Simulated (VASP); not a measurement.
Set up this calculation in VASP 6.6.1, as the native input.

| Quantity | Value |
| --- | --- |
| Task | single point |
| Functional | LDA |
| Potentials or basis | VASP PAW LDA potentials, release 64 (Zr_sv) |
| Cutoff | 520 eV |
| k mesh | 13 × 13 × 7 |
| Occupations | fermi-dirac, width 0.03 eV |
| Spin | no spin polarisation |
| Dipole correction | no |
| Further INCAR settings | ALGO = Normal; EDIFF = 1e-06; NBANDS = 19 |

The structure of Zr lies in POSCAR:

```
Zr
1.0
    3.2427358370      0.0000000000      0.0000000000
   -1.6213679184      2.8082916125      0.0000000000
    0.0000000000      0.0000000000      5.1640997934
Zr
2
Direct
    0.3333333333      0.6666666667      0.2500000000
    0.6666666667      0.3333333333      0.7500000000
```

The input as run:

INCAR

```
ALGO = Normal
EDIFF = 1E-6
ENCUT = 520
GGA = CA
ISIF = 2
ISMEAR = -1
LASPH = True
LCHARG = True
LELF = True
LREAL = False
LVHAR = True
LWAVE = False
NBANDS = 19
NELM = 100
PREC = Accurate
SIGMA = 0.03
```

KPOINTS

```
k-points
0
Gamma
  13 13 7
```

Potentials or basis: VASP PAW LDA potentials, release 64 (Zr_sv).

The run is started by

```console
$ cat potpaw_LDA.64/Zr_sv/POTCAR > POTCAR
$ mpirun -np 1 vasp_std > vasp.out
```

Results of the run:

* Pressure: -6.8 GPa
* Band gap on the k mesh: zero (bands 12 and 13 overlap by 1.09 eV)

Caveat: the cell stands under tension.

Run time: 23 s on 1 thread of Intel(R) Xeon(R) 6975P-C (Granite Rapids) (shared host), peak memory 0.17 GiB.
